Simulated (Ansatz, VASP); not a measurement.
## Sn in VASP and in Ansatz

```
CELL_PARAMETERS angstrom
0.00000 3.22425 0.00000
3.22425 0.00000 0.00000
1.61212 1.61212 -2.47309
ATOMIC_POSITIONS crystal
Sn 0.00000 0.00000 0.00000
```

Alike in both runs: task single point; functional r2SCAN; k mesh 7 × 7 × 7; occupations fermi-dirac, width 0.0116 eV; no spin polarisation.

```csv
,VASP,Ansatz
version,VASP 6.6.1,Ansatz 0.2.0
potentials or method,"VASP PAW PBE potentials, release 64 (Sn_d), cutoff 520 eV",PAW plane waves
valence electrons in the cell,14,14
```

Ansatz gave:

| Item | Value |
| --- | --- |
| gap on the k mesh at the Fermi level (eV) | none |
| pressure (GPa) | 3.5 |
| traceless stress, the component that is largest in VASP (GPa) | -1.27 |

**Question.** Which values does VASP return?

**Answer.** gap on the k mesh at the Fermi level (eV): none; pressure (GPa): 3.5; traceless stress, the component that is largest in VASP (GPa): -1.24.

VASP's potentials were made for PBE, not for r2SCAN. A gap of «none» marks a metal or a gap that the smearing closes.

The k mesh is coarse, so the values compare programs but aren't converged.
